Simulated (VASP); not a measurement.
Input of a VASP 6.6.1 run:

POSCAR

```
Ni
1.0
    2.3966650188     -0.0000000133     -0.0000000230
   -0.7988883271      2.2595974538     -0.0000000230
   -0.7988883271     -1.1297986937      1.9568688164
Ni
1
Direct
    0.0000000000      0.0000000000      0.0000000000
```

File INCAR.step1:

```
ALGO = Normal
EDIFF = 1E-4
ENCUT = 600
GGA = PE
ISMEAR = -1
ISPIN = 2
LASPH = True
LCHARG = False
LMAXMIX = 4
LREAL = False
LWAVE = True
MAGMOM = 1.5
NELM = 150
PREC = Accurate
SIGMA = 0.05
```

The input INCAR.step2:

```
ALGO = Normal
EDIFF = 1E-6
EDIFFG = -0.01
ENCUT = 600
IBRION = 2
ISIF = 3
ISMEAR = -1
ISPIN = 2
ISTART = 1
LASPH = True
LCHARG = False
LMAXMIX = 4
LMIXTAU = True
LORBIT = 11
LREAL = False
LWAVE = False
MAGMOM = 1.5
METAGGA = R2SCAN
NELM = 150
NSW = 80
PREC = Accurate
SIGMA = 0.05
```

File KPOINTS:

```
k-points
0
Gamma
  17 17 17
```

Potentials or basis: VASP PAW PBE potentials, release 64 (Ni).

Run with:

```sh
$ cat potpaw_PBE.64/Ni/POTCAR > POTCAR
$ cp INCAR.step1 INCAR
$ mpirun -np 1 vasp_std > vasp.out
$ cp INCAR.step2 INCAR
$ mpirun -np 1 vasp_std > vasp.out
```

Q: What does it give for the net moment?

A: 0.64 μB per cell.

Q: What does it give for the site moments?

A: Ni +0.66 μB.

Final structure:
```xyz
1
Lattice="2.3967 0.0000 0.0000 -0.7989 2.2596 0.0000 -0.7989 -1.1298 1.9569" Properties=species:S:1:pos:R:3 pbc="T T T"
Ni    0.0000    0.0000    0.0000
```

Caveat: the relaxation stopped at its first step, so nothing moved.
